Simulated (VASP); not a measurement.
BN, 2 atoms in the cell. The structure is tetragonal, space group I-4m2 (No. 119). Conventional cell: a = 2.240 Å, b = 2.240 Å, c = 4.751 Å, α = 90.00°, β = 90.00°, γ = 90.00°. B (site symmetry -4m2) has 4 N at 1.63 Å within 2.2 Å. N (site symmetry -4m2) has 4 B at 1.63 Å within 2.2 Å.  This cell differs from its parent crystal: ratio of the length along z to the lengths across it x 1.5, volume and fractional coordinates fixed.

| Item | Value |
| --- | --- |
| Program | VASP 6.6.1 |
| Task | single point |
| Functional | PBEsol |
| Potentials or basis | VASP PAW PBE potentials, release 64 (B, N) |
| Cutoff | 520 eV |
| k mesh | 12 × 12 × 12 |
| Occupations | gaussian, width 0.05 eV |
| Spin | no spin polarisation |
| Dipole correction | no |
| Further INCAR settings | ALGO = Normal; EDIFF = 1e-07; NBANDS = 11 |

Potentials or basis: VASP PAW PBE potentials, release 64 (B, N).

Run with:

```sh
$ cat potpaw_PBE.64/B/POTCAR potpaw_PBE.64/N/POTCAR > POTCAR
$ mpirun -np 1 vasp_std > vasp.out
```

Hardware: 1 thread of Intel(R) Xeon(R) Platinum 8259CL CPU @ 2.50GHz (Skylake/Cascade Lake) (shared host).

**Question.** Estimate the wall time of this run.

**Answer.** Wall time 15 s on 1 thread of Intel(R) Xeon(R) Platinum 8259CL CPU @ 2.50GHz (Skylake/Cascade Lake) (shared host), peak memory 0.14 GiB. Counts: scf iterations 13, k points 163.
